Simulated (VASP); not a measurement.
Wanted: the native input for a VASP 6.6.1 run.

```yaml
Task: single point
Functional: LDA
Potentials_or_basis: VASP PAW LDA potentials, release 64 (Os)
Cutoff: 520 eV
k_mesh: 10 × 10 × 13
Occupations: fermi-dirac, width 0.1 eV
Spin: no spin polarisation
Dipole_correction: no
Further_INCAR_settings: ALGO = Normal; EDIFF = 1e-07; NBANDS = 19
```

The structure of Os lies in POSCAR:

```
Os
1.0
    4.2079292555      0.0000000000      0.0000000000
   -2.1039646277      3.6441736326      0.0000000000
    0.0000000000      0.0000000000      2.6431116442
Os
3
Direct
    1.0000000000      0.0000000000      1.0000000000
    0.3333333333      0.6666666667      0.5000000000
    0.6666666667      0.3333333333      0.5000000000
```

This isn't the form of Os at room conditions, which is hcp.

The input as run:

INCAR

```
  ALGO = Normal
  EDIFF = 1E-7
  ENCUT = 520
  ISIF = 2
  ISMEAR = -1
  LASPH = T
  LCHARG = F
  LREAL = F
  LWAVE = F
  NBANDS = 19
  NELM = 60
  PREC = Accurate
  SIGMA = 0.1
```

KPOINTS

```
k-points
0
Gamma
  10 10 13
```

Potentials or basis: VASP PAW LDA potentials, release 64 (Os).

The run is started by

```sh
$ cat potpaw_LDA.64/Os/POTCAR > POTCAR
$ mpirun -np 1 vasp_std > vasp.out
```

It gave:

| Quantity | Value |
| --- | --- |
| Pressure | 20.0 GPa |
| Band gap on the k mesh | zero (bands 12 and 13 overlap by 2.86 eV) |

Caveat: the cell stands under pressure; spin-orbit coupling is left out, which moves the levels of the heavy elements.

Run time: 77 s on 1 thread of Intel Xeon 8259CL (shared host), peak memory 0.18 GiB.
